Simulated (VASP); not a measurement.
Runs of VASP 6.6.1 on YIn3. The structure is that of space group Pm-3m (No. 221), or close to it. The cells are those of the table. 

```csv
cell,gap on the mesh (eV),pressure (GPa)
"a = 4.474 Å, 4 atoms",none,(a)
"a = 4.641 Å, 4 atoms",none,-4.8
"a = 4.680 Å, 4 atoms",none,-5.8
"a = 4.600 Å, 4 atoms",none,-3.5
"a = 4.559 Å, 4 atoms",none,-2.1
"a = 4.720 Å, 4 atoms",none,(b)
"a = 4.517 Å, 4 atoms",none,-0.4
```

Alike in all rows: task single point; level LDA; potentials or basis VASP PAW LDA potentials, release 64 (Y_sv, In_d); no spin polarisation; k mesh 5 × 5 × 5; cutoff (eV) 520; smearing fermi-dirac 0.1 eV.

Question: Estimate the missing entries.

Answer: (a) 1.7; (b) -6.7.

Caveats: spin-orbit coupling is left out, which moves the levels of the heavy elements; the cell stands under tension (at least some runs).

A k mesh can miss the band edges, and the runs leave out spin-orbit coupling on In, Y.

A gap of «none» marks levels without a gap at the run's occupations.
